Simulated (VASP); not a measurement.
Here is a VASP 6.6.1 calculation.

INCAR

```
  ALGO = Normal
  EDIFF = 1E-6
  ENCUT = 520
  GGA = PS
  ISIF = 2
  ISMEAR = -1
  LASPH = T
  LCHARG = F
  LREAL = F
  LWAVE = F
  NBANDS = 26
  NELM = 60
  PREC = Accurate
  SIGMA = 0.03
```

Contents of KPOINTS:

```
k-points
0
Gamma
  6 6 4
```

The input POSCAR:

```
BiB
1.0
    4.2114056334      0.0000000000      0.0000000000
   -2.1057028167      3.6471842642      0.0000000000
    0.0000000000      0.0000000000      5.3127445850
B Bi
2 2
Direct
    0.3333333333      0.6666666667      0.2500000000
    0.6666666667      0.3333333333      0.7500000000
    0.6666666667      0.3333333333      0.2500000000
    0.3333333333      0.6666666667      0.7500000000
```

Potentials or basis: VASP PAW PBE potentials, release 64 (B, Bi_d).

Command:

```bash
$ cat potpaw_PBE.64/B/POTCAR potpaw_PBE.64/Bi_d/POTCAR > POTCAR
$ mpirun -np 1 vasp_std > vasp.out
```

Task: Estimate the band gap on the k mesh.

Result: Zero (band 18 reaches 7.97 eV, above the bottom of band 19 at 5.52 eV).

Task: Estimate the pressure.

Result: 0.0 GPa.

Caveat: the PAW data sets were made with another functional, which shifts forces and pressure a little; spin-orbit coupling is left out, which moves the levels of the heavy elements.
